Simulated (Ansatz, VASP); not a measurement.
## Two plane-wave programs on InP

```
In P
1.0
     0.00000    2.97794    2.97794
     2.97794    0.00000    2.97794
     2.97794    2.97794    0.00000
In P
1 1
Direct
  0.00000 0.00000 0.00000
  0.25000 0.25000 0.25000
```

Alike in both runs: task single point; functional PBEsol; k mesh 14 × 14 × 14; occupations gaussian, width 0.05 eV; no spin polarisation.

|  | VASP | Ansatz |
| --- | --- | --- |
| version | VASP 6.6.1 | Ansatz 0.2.0 |
| potentials or method | VASP PAW PBE potentials, release 64 (In_d, P), cutoff 520 eV | scalar-relativistic, plane waves, PAW |
| valence electrons in the cell | 18 | 18 |

|  | VASP | Ansatz | Ansatz less VASP |
| --- | --- | --- | --- |
| gap on the k mesh at the Fermi level (eV) | 0.36 | 0.36 | +0.002 |
| least direct gap on the mesh (eV) | 0.36 | 0.36 | +0.002 |
| pressure (GPa) | -2.4 | -2.4 | +0.01 |

VASP's potentials were made for PBE, not for PBEsol.
